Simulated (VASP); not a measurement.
# Nb in VASP: notebook

The runs below take Nb through single point, with r2SCAN.

All numbers are computed with VASP 6.6.1; they aren't measurements. Logs are shortened: lines on timing, memory, paths and dates and some standing lists are left out, and cuts for length are marked.

**1. The cell of the first run**

The typed cell holds 4 atoms: a = 5.307 Å, b = 5.307 Å, c = 4.692 Å, α = 90.00°, β = 90.00°, γ = 145.49°.

**2. Single point, r2SCAN**

The input, POSCAR:

```
Nb
1.0
    1.5739919538     -5.0682987061      0.0000000000
    1.5739919538      5.0682987061      0.0000000000
    0.0000000000      0.0000000000      4.6922055387
Nb
4
Direct
    0.1345831149      0.8654168851      0.9999871364
    0.6345831149      0.3654168851      0.5000128636
    0.8654168851      0.1345831149      0.0000128636
    0.3654168851      0.6345831149      0.4999871364
```

The input, INCAR.step1:

```
SYSTEM = Nb
PREC = Accurate
ENCUT = 520
ISMEAR = 0
SIGMA = 0.1
LREAL = .False.
LASPH = .True.
NELM = 100
NBANDS = 34
GGA = PE
ALGO = Normal
EDIFF = 1E-4
LWAVE = .True.
LCHARG = .False.
```

The input, INCAR.step2:

```
SYSTEM = Nb
PREC = Accurate
ENCUT = 520
EDIFF = 1E-7
ISMEAR = 0
SIGMA = 0.1
LREAL = .False.
LASPH = .True.
NELM = 100
ALGO = Normal
ISIF = 2
LWAVE = .False.
LCHARG = .True.
METAGGA = R2SCAN
LMIXTAU = .True.
LELF = .True.
LVHAR = .True.
NBANDS = 34
ISTART = 1
```

The input, KPOINTS:

```
regular mesh
0
Gamma
  6 6 4
  0 0 0
```

Potentials or basis: VASP PAW PBE potentials, release 64 (Nb_sv).

On the command line:

```
cat potpaw_PBE.64/Nb_sv/POTCAR > POTCAR
cp INCAR.step1 INCAR
mpirun -np 1 vasp_std > vasp.out
cp INCAR.step2 INCAR
mpirun -np 1 vasp_std > vasp.out
```

OUTCAR:

```text
SYSTEM = Nb
   PREC = Accurate
   ENCUT = 520
   EDIFF = 1E-7
   ISMEAR = 0
   LREAL = .False.
   LASPH = .True.
   NELM = 100
   ISIF = 2
   METAGGA = R2SCAN
   ISTART = 1

 ion  position               nearest neighbor table
   1  0.135  0.865  1.000-   3 2.73   3 2.82   3 2.82   2 2.83   2 2.83   2 2.83   2 2.83
   2  0.635  0.365  0.500-   4 2.73   4 2.82   4 2.82   1 2.83   1 2.83   1 2.83   1 2.83
   3  0.865  0.135  0.000-   1 2.73   1 2.82   1 2.82   4 2.83   4 2.83   4 2.83   4 2.83
   4  0.365  0.635  0.500-   2 2.73   2 2.82   2 2.82   3 2.83   3 2.83   3 2.83   3 2.83

  LATTYP: Found a base centered orthorhombic cell.
 ALAT       =     3.1479839076
 B/A-ratio  =     3.2200283450
 C/A-ratio  =     1.4905430512

  Lattice vectors:

 A1 = (   1.5739919538,  -5.0682987061,   0.0000000000)
 A2 = (   1.5739919538,   5.0682987061,   0.0000000000)
 A3 = (   0.0000000000,   0.0000000000,   4.6922055387)

Analysis of symmetry for initial positions (statically):
=====================================================================
 Subroutine PRICEL returns:
 Original cell was already a primitive cell.

 Routine SETGRP: Setting up the symmetry group for a
 base centered orthorhombic supercell.

 Subroutine GETGRP returns: Found  8 space group operations
 (whereof  4 operations were pure point group operations)
 out of a pool of  8 trial point group operations.

The static configuration has the point symmetry C_2h.
 The point group associated with its full space group is D_2h.

Analysis of symmetry for dynamics (positions and initial velocities):
=====================================================================
 Subroutine PRICEL returns:
 Original cell was already a primitive cell.

 Routine SETGRP: Setting up the symmetry group for a
 base centered orthorhombic supercell.

 Subroutine GETGRP returns: Found  8 space group operations
 (whereof  4 operations were pure point group operations)
 out of a pool of  8 trial point group operations.

The dynamic configuration has the point symmetry C_2h.
 The point group associated with its full space group is D_2h.

 Subroutine INISYM returns: Found  8 space group operations
 (whereof  4 operations are pure point group operations),
 and found     1 'primitive' translations

----------------------------------------------------------------------------------------

[... 89 lines left out ...]
   ICHARG =      0    charge: 1-file 2-atom 10-const
   ISPIN  =      1    spin polarized calculation?
   LNONCOLLINEAR =      F non collinear calculations
   LSORBIT =      F    spin-orbit coupling
   LASPH  =      T    aspherical Exc in radial PAW
   ENCUT  =  520.0 eV  38.22 Ry    6.18 a.u.   9.87  9.87  8.72*2*pi/ulx,y,z
   NELM   =    100;   NELMIN=  2; NELMDL=  0     # of ELM steps
   EDIFF  = 0.1E-06   stopping-criterion for ELM
   LREAL  =      F    real-space projection
   EDIFFG = 0.1E-05   stopping-criterion for IOM
   NSW    =      0    number of steps for IOM
   IBRION =     -1    ionic relax: 0-MD 1-quasi-New 2-CG
   NFREE  =      0    steps in history (QN), initial steepest desc. (CG)
   ISIF   =      2    stress and relaxation
   ISYM   =      2    0-nonsym 1-usesym 2-fastsym
   POTIM  = 0.5000    time-step for ionic-motion
   TEBEG  =    0.0;   TEEND  =   0.0 temperature during run
   PSTRESS=    0.0 pullay stress
   NELECT =      52.0000    total number of electrons
   NUPDOWN=      -1.0000    fix difference up-down
   EMIN   =  10.00;   EMAX   =-10.00  energy-range for DOS
   EFERMI =   0.00;   METHOD = LEGACY
   ISMEAR =     0;   SIGMA  =   0.10  broadening in eV -4-tet -1-fermi 0-gaus
   EFERMI_NEDOS =   21; number of points for ismear=-14 and -15
   IALGO  =     38    algorithm
   IMIX   =      4    mixing-type and parameters
     AMIX     =   0.40;   BMIX     =  1.00
     AMIX_MAG =   1.60;   BMIX_MAG =  1.00
  volume/ion in A,a.u.               =      18.72       126.30
  Fermi-wavevector in a.u.,A,eV,Ry     =   1.449835  2.739792 28.599755  2.102023
  Thomas-Fermi vector in A             =   2.567517
   LORBIT       =      0    0 simple, 1 ext, 2 COOP (PROOUT), +10 PAW based schemes
   METAGGA = R2SCAN    functional components
   LHFCALC =     F    Hartree Fock is set to
   AEXX    =    0.0000 exact exchange contribution
   IVDW    =     0    specifies the selected vdW correction
   LEPSILON=     F    determine dielectric tensor
   LRPA    =     F    only Hartree local field effects (RPA)
 non-spin polarized calculation
 Gauss-broadening in eV      SIGMA  =   0.10
  energy-cutoff  :      520.00
  volume of cell :       74.86
 maximum number of plane-waves:      2040
   NGX = 19   NGY = 19   NGZ = 17

 number of electron      52.0000004 magnetization

 Free energy of the ion-electron system (eV)
  ---------------------------------------------------
  ext. energy  EPLUGINS =         0.00000000
  ---------------------------------------------------
  free energy    TOTEN  =       -98.06309896 eV

  energy without entropy =      -98.04645930  energy(sigma->0) =      -98.05477913

 E-fermi :  10.9733     XC(G=0): -13.3333

 val. band max:       10.9523232433   @ k =   0.3333   0.0000   0.2500
 cond. band min:      10.9885901330   @ k =   0.1667   0.0000   0.5000
 fundamental gap:      0.0362668898
 Fermi energy:        10.9733127059

 k-point     1 :       0.0000    0.0000    0.0000
  band No.  band energies     occupation
      1     -45.6235      2.00000
      2     -45.3731      2.00000
      3     -45.3402      2.00000
      4     -45.1348      2.00000
      5     -21.7483      2.00000
      6     -21.6048      2.00000
[... 877 lines left out ...]
     33      13.7202      0.00000
     34      13.8467      0.00000

 [... further k-points ...]
[... 5 lines left out ...]
  --------------------------------------------------------------------------------------
  -------------------------------------------------------------------------------------
  Total        0.0663720     -0.2129877     -0.0690385      0.0000000     -0.0000000      0.0000000
  in kB        1.4204434     -4.5582005     -1.4775086      0.0000000     -0.0000000      0.0000000
  external PRESSURE =      -1.5384219 kB  Pullay stress =       0.0000000 kB

 VOLUME and BASIS-vectors are now :
 -----------------------------------------------------------------------------
  energy-cutoff  :      520.00
  volume of cell :       74.86
      direct lattice vectors                 reciprocal lattice vectors
     1.573991954 -5.068298706  0.000000000     0.317663632 -0.098652433  0.000000000
     1.573991954  5.068298706  0.000000000     0.317663632  0.098652433  0.000000000
     0.000000000  0.000000000  4.692205539     0.000000000  0.000000000  0.213119394

 POSITION                                       TOTAL-FORCE (eV/Angst)
 -----------------------------------------------------------------------------------
      1.57399      3.70408      4.69215         0.000000     -0.033079      0.001095
      1.57399     -1.36421      2.34616         0.000000     -0.033079     -0.001095
      1.57399     -3.70408      0.00006         0.000000      0.033079     -0.001095
      1.57399      1.36421      2.34604         0.000000      0.033079      0.001095
 -----------------------------------------------------------------------------------
    total drift:                                0.000000      0.000000     -0.000000

  FREE ENERGIE OF THE ION-ELECTRON SYSTEM (eV)
  ---------------------------------------------------
  free  energy   TOTEN  =       -98.0630989631 eV

  energy  without entropy=      -98.0464593027  energy(sigma->0) =      -98.05477913
```

It took 6.8 min on 1 thread of AMD EPYC 9R14 (Zen 4), shared host; peak memory 0.24 GiB.

Results:

```
Free energy            : -98.0631 eV
Pressure               : -0.2 GPa
Largest force          : 0.033 eV/Å
Band gap on the k mesh : zero (band 26 reaches 11.58 eV, above the bottom of band 27 at 10.47 eV)
```

Forces in eV/Å, atoms in the order of the input:
```
Nb   0.000 -0.033  0.001
Nb   0.000 -0.033 -0.001
Nb   0.000  0.033 -0.001
Nb   0.000  0.033  0.001
```

Stress tensor (GPa, compression positive):
```
 0.14  0.00  0.00
 0.00 -0.46  0.00
 0.00  0.00 -0.15
```

Caveat: the PAW data sets were made with another functional, which shifts forces and pressure a little.

**3. Single point, r2SCAN**

This run uses another cell than the first one, of the same volume but with other edges.

The input, POSCAR:

```
Nb
1.0
    2.3139205125     -5.0089077029      0.0000000000
    2.3139205125      5.0089077029      0.0000000000
    0.0000000000      0.0000000000      3.2258587931
Nb
4
Direct
    0.1357394594      0.8642605406     -0.0000091805
    0.6357394594      0.3642605406      0.5000091805
    0.8642605406      0.1357394594      1.0000091805
    0.3642605406      0.6357394594      0.4999908195
```

The input, INCAR.step1:

```
SYSTEM = Nb
PREC = Accurate
ENCUT = 520
ISMEAR = 0
SIGMA = 0.1
LREAL = .FALSE.
LASPH = .TRUE.
NELM = 80
NBANDS = 34
GGA = PE
ALGO = Normal
EDIFF = 1E-4
LWAVE = .TRUE.
LCHARG = .FALSE.
```

The input, INCAR.step2:

```
SYSTEM = Nb
PREC = Accurate
ENCUT = 520
EDIFF = 1E-6
ISMEAR = 0
SIGMA = 0.1
LREAL = .FALSE.
LASPH = .TRUE.
NELM = 80
ALGO = Normal
ISIF = 2
LWAVE = .FALSE.
LCHARG = .TRUE.
METAGGA = R2SCAN
LMIXTAU = .TRUE.
LELF = .TRUE.
LVHAR = .TRUE.
NBANDS = 34
ISTART = 1
```

The input, KPOINTS:

```
Automatic mesh
0
G
  4 4 4
  0 0 0
```

Potentials or basis: VASP PAW PBE potentials, release 64 (Nb_sv).

On the command line:

```
cat potpaw_PBE.64/Nb_sv/POTCAR > POTCAR
cp INCAR.step1 INCAR
mpirun -np 1 vasp_std > vasp.out
cp INCAR.step2 INCAR
mpirun -np 1 vasp_std > vasp.out
```

Run time: 3.1 min. Hardware: 1 thread of Intel Xeon 6975P-C, shared host; peak memory 0.22 GiB.

Results (log left out):

```yaml
Free_energy: -98.1112 eV
Pressure: -0.4 GPa
Largest_force: 0.003 eV/Å
Band_gap_on_the_k_mesh: zero (band 26 reaches 11.52 eV, above the bottom of band 27 at 10.32 eV)
```

Forces in eV/Å, atoms in the order of the input:
```
Nb   0.000  0.003  0.000
Nb   0.000  0.003  0.000
Nb   0.000 -0.003  0.000
Nb   0.000 -0.003  0.000
```

Stress tensor (GPa, compression positive):
```
-0.56  0.00  0.00
 0.00 -0.48  0.00
 0.00  0.00 -0.18
```

Levels at points of the mesh, in eV from the Fermi level:
| k point | band 24 | band 25 | band 26 | band 27 | band 28 | band 29 |
| --- | --- | --- | --- | --- | --- | --- |
| (0.00, 0.00, 0.00) | -1.51 | -1.49 | -0.83 | 0.58 | 1.02 | 1.97 |
| (0.50, 0.00, 0.00) | -0.48 | -0.14 | -0.14 | 0.25 | 0.25 | 0.93 |
| (0.50, 0.50, 0.00) | -0.30 | 0.01 | 0.09 | 0.68 | 0.74 | 1.52 |
| (0.00, 0.00, 0.50) | -1.38 | -0.82 | -0.82 | 0.48 | 0.48 | 1.88 |
| (0.50, 0.00, 0.50) | -2.10 | 0.47 | 0.47 | 1.21 | 1.21 | 2.25 |
| (0.50, 0.50, 0.50) | -1.59 | -0.98 | -0.98 | 0.30 | 0.30 | 0.77 |

Caveat: the k points lie up to 0.49 Å⁻¹ apart; the PAW data sets were made with another functional, which shifts forces and pressure a little.
